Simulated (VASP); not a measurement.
## AlRu4: single point with PBE

AlRu4:

```xyz
5
Lattice="-3.0269 3.0269 1.9006 3.0269 -3.0269 1.9006 3.0269 3.0269 -1.9006" Properties=species:S:1:pos:R:3 pbc="T T T"
Al    0.0000    0.0000    0.0000
Ru    1.1787    2.4203    0.0000
Ru    1.8482    0.6066    1.9006
Ru    3.6336    1.1787    0.0000
Ru   -0.6066    1.8482    1.9006
```

```json
{
 "Program": "VASP 6.6.1",
 "Task": "single point",
 "Functional": "PBE",
 "Potentials or basis": "VASP PAW PBE potentials, release 64 (Al, Ru_pv)",
 "Cutoff": "520 eV",
 "k mesh": "10 × 10 × 10",
 "Occupations": "gaussian, width 0.1 eV",
 "Spin": "no spin polarisation"
}
```

The pressure is -0.1 GPa and the largest force is 0.005 eV/Å.

Forces on the atoms (eV/Å):
```
Al   0.000  0.000  0.000
Ru   0.005  0.000  0.000
Ru  -0.005  0.000  0.000
Ru   0.000  0.005  0.000
Ru   0.000 -0.005  0.000
```

Levels at points of the mesh, in eV from the Fermi level:
```
           k point  band 25  band 26  band 27  band 28  band 29  band 30  band 31  band 32  band 33  band 34
(0.00, 0.00, 0.00)    -2.44    -0.94    -0.94    -0.16    -0.16    -0.15     0.06     1.41     1.67     2.97
(0.50, 0.00, 0.00)    -1.75    -1.37    -1.27    -0.99    -0.37    -0.29     0.29     0.82     1.09     1.29
(0.50, 0.50, 0.00)    -1.31    -0.82    -0.72    -0.67    -0.23     0.47     0.75     1.25     1.58     1.64
(0.50, 0.50, 0.50)    -1.54     0.00     0.03     0.03     0.05     0.05     0.67     1.20     1.51     1.51
```

It took 7.5 min on 1 thread of Oxide Virtual Turin-like Processor, with other jobs on the host, peak memory 0.38 GiB.
